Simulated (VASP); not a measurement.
# InAs (F-43m) in VASP: a series of runs, part 2 of 2

VASP 6.6.1. Earlier steps stand in the parts before.

## 3. Relaxation of cell and atoms, PBE+D3(BJ)

This run uses another cell than the first one, of 29.59 Å³/atom.

INCAR

```
SYSTEM = InAs
  ALGO = Normal
  EDIFF = 1E-6
  EDIFFG = -0.005
  ENCUT = 600
  GGA = PE
  IBRION = 2
  ISIF = 3
  ISMEAR = 0
  IVDW = 12
  LASPH = .TRUE.
  LCHARG = .FALSE.
  LREAL = .FALSE.
  LWAVE = .FALSE.
  NELM = 60
  NSW = 70
  PREC = Accurate
  SIGMA = 0.1
```

KPOINTS

```
k-points
0
G
  12 12 12
  0 0 0
```

POSCAR

```
InAs
1.0
    0.0000000000      3.0931634716      3.0931634716
    3.0931634716      0.0000000000      3.0931634716
    3.0931634716      3.0931634716      0.0000000000
In As
1 1
Direct
    0.0000000000      0.0000000000      0.0000000000
    0.2500000000      0.2500000000      0.2500000000
```

Potentials or basis: VASP PAW PBE potentials, release 64 (In_d, As).

Launch:

```
$ cat potpaw_PBE.64/In_d/POTCAR potpaw_PBE.64/As/POTCAR > POTCAR
$ mpirun -np 1 vasp_std > vasp.out
```

OUTCAR:

```text
SYSTEM = InAs
   EDIFF = 1E-6
   EDIFFG = -0.005
   ENCUT = 600
   GGA = PE
   IBRION = 2
   ISIF = 3
   ISMEAR = 0
   IVDW = 12
   LASPH = .TRUE.
   LREAL = .FALSE.
   NELM = 60
   NSW = 70
   PREC = Accurate
 IVDW          = 12

 ion  position               nearest neighbor table
   1  0.000  0.000  0.000-   2 2.68   2 2.68   2 2.68   2 2.68
   2  0.250  0.250  0.250-   1 2.68   1 2.68   1 2.68   1 2.68

  LATTYP: Found a face centered cubic cell.
 ALAT       =     6.1863269432

  Lattice vectors:

 A1 = (   0.0000000000,   3.0931634716,   3.0931634716)
 A2 = (   3.0931634716,   0.0000000000,   3.0931634716)
 A3 = (   3.0931634716,   3.0931634716,   0.0000000000)

Analysis of symmetry for initial positions (statically):
=====================================================================
 Subroutine PRICEL returns:
 Original cell was already a primitive cell.

 Routine SETGRP: Setting up the symmetry group for a
 face centered cubic supercell.

 Subroutine GETGRP returns: Found 24 space group operations
 (whereof 24 operations were pure point group operations)
 out of a pool of 48 trial point group operations.

The static configuration has the point symmetry T_d .

Analysis of symmetry for dynamics (positions and initial velocities):
=====================================================================
 Subroutine PRICEL returns:
 Original cell was already a primitive cell.

 Routine SETGRP: Setting up the symmetry group for a
 face centered cubic supercell.

 Subroutine GETGRP returns: Found 24 space group operations
 (whereof 24 operations were pure point group operations)
 out of a pool of 48 trial point group operations.

The dynamic configuration has the point symmetry T_d .

 Subroutine INISYM returns: Found 24 space group operations
 (whereof 24 operations are pure point group operations),
 and found     1 'primitive' translations

----------------------------------------------------------------------------------------

                                     Primitive cell

  volume of cell :      59.1887

  direct lattice vectors                    reciprocal lattice vectors
     0.000000000  3.093163472  3.093163472    -0.161646807  0.161646807  0.161646807
     3.093163472  0.000000000  3.093163472     0.161646807 -0.161646807  0.161646807
[... 105 lines left out ...]
     AMIX_MAG =   1.60;   BMIX_MAG =  1.00
  volume/ion in A,a.u.               =      29.59       199.71
  Fermi-wavevector in a.u.,A,eV,Ry     =   1.100912  2.080423 16.490374  1.212008
  Thomas-Fermi vector in A             =   2.237331
   LORBIT       =      0    0 simple, 1 ext, 2 COOP (PROOUT), +10 PAW based schemes
   GGA     = PE    functional components
   LHFCALC =     F    Hartree Fock is set to
   AEXX    =    0.0000 exact exchange contribution
   IVDW    =    12    specifies the selected vdW correction
   LEPSILON=     F    determine dielectric tensor
   LRPA    =     F    only Hartree local field effects (RPA)
 conjugate gradient relaxation of ions
 non-spin polarized calculation
 Gauss-broadening in eV      SIGMA  =   0.10
  energy-cutoff  :      600.00
  volume of cell :       59.19
 maximum number of plane-waves:      1996
   NGX = 17   NGY = 17   NGZ = 17

--------------------------------------- Ionic step        1  -------------------------------------------

 number of electron      17.9999997 magnetization

 Free energy of the ion-electron system (eV)
  ---------------------------------------------------
  ext. energy  EPLUGINS =         0.00000000
  ---------------------------------------------------
  free energy    TOTEN  =        -7.71974448 eV

  energy without entropy =       -7.71958601  energy(sigma->0) =       -7.71966524

------------------------ aborting loop because EDIFF is reached ----------------------------------------

 Edisp (eV)   -0.59893

 E8    (eV) :    -0.2771
[... 71 lines left out ...]
--------------------------------------- Ionic step        3  -------------------------------------------

 number of electron      18.0000001 magnetization

 Free energy of the ion-electron system (eV)
  ---------------------------------------------------
  ext. energy  EPLUGINS =         0.00000000
  ---------------------------------------------------
  free energy    TOTEN  =        -7.70727187 eV

  energy without entropy =       -7.70711678  energy(sigma->0) =       -7.70719432

 E-fermi :   4.2410     XC(G=0):  -8.9491

 val. band max:        4.1788085197   @ k =   0.0000   0.0000   0.0000
 cond. band min:       4.9004294368   @ k =   0.0833   0.0000   0.0000
 fundamental gap:      0.7216209171
 Fermi energy:         4.2410026316

 k-point     1 :       0.0000    0.0000    0.0000
  band No.  band energies     occupation
      1     -10.1481      2.00000
      2     -10.1481      2.00000
      3     -10.1481      2.00000
      4     -10.0355      2.00000
      5     -10.0355      2.00000
      6      -7.4741      2.00000
      7       3.8151      2.00000
      8       4.1788      1.62090
      9       4.1788      1.62090
     10       4.1788      1.62090
     11       8.0716      0.00000
     12       8.0716      0.00000
     13       8.0716      0.00000
[... 354 lines left out ...]
  band No.  band energies     occupation
      1     -10.2640      2.00000
      2     -10.1143      2.00000
      3     -10.1092      2.00000
      4     -10.0346      2.00000
      5     -10.0298      2.00000
      6      -5.9648      2.00000
      7      -1.3015      2.00000
      8       1.8834      2.00000
      9       2.9745      2.00000
     10       6.3218      0.00000
     11       8.5101      0.00000
     12       9.5418      0.00000
     13      11.0117      0.00000

 [... further k-points ...]

------------------------ aborting loop because EDIFF is reached ----------------------------------------

 Edisp (eV)   -0.62305

 E8    (eV) :    -0.2886
[... 25 lines left out ...]
  FREE ENERGIE OF THE ION-ELECTRON SYSTEM (eV)
  ---------------------------------------------------
  free  energy   TOTEN  =        -8.3303191647 eV

  energy  without entropy=       -8.3301640793  energy(sigma->0) =       -8.33024162

 reached required accuracy - stopping structural energy minimisation
```

It took 3.7 min on 1 thread of AMD EPYC 7R13, shared host; peak memory 0.25 GiB.

What came out:

* Free energy: -8.3303 eV
* Relaxed volume: 28.57 Å³/atom
* Relaxed cell: a = 4.323 Å, b = 4.323 Å, c = 4.323 Å, α = 60.00°, β = 60.00°, γ = 60.00°
* Space group after relaxing (to 0.1 Å): F-43m (No. 216)
* Energy gained by relaxing: 5.8 meV/atom
* Ionic steps: 3
* Pressure after relaxing: 0.0 GPa
* Band gap on the k mesh: zero (filled and empty bands touch)
* Dispersion energy per atom: -0.312 eV

The path:
| step | energy change (eV) | largest force (eV/Å) | pressure (GPa) | volume (Å³) |
| --- | --- | --- | --- | --- |
| 1 | 0.0000 | 0.0000 | -1.75 | 59.19 |
| 2 | -0.0103 | 0.0000 | 0.68 | 56.46 |
| 3 | -0.0116 | 0.0000 | 0.00 | 57.13 |

Final structure:
```cif
data_structure
_symmetry_space_group_name_H-M 'P 1'
_symmetry_Int_Tables_number 1
_cell_length_a 4.3232
_cell_length_b 4.3232
_cell_length_c 4.3232
_cell_angle_alpha 60.000
_cell_angle_beta 60.000
_cell_angle_gamma 60.000
_cell_volume 57.13
loop_
_atom_site_label
_atom_site_type_symbol
_atom_site_fract_x
_atom_site_fract_y
_atom_site_fract_z
_atom_site_occupancy
In1 In 0.00000 0.00000 0.00000 1
As1 As 0.25000 0.25000 0.25000 1
```

Caveat: semilocal functionals underestimate gaps, so a narrow gap can read as zero; spin-orbit coupling is left out, which moves the levels of the heavy elements.
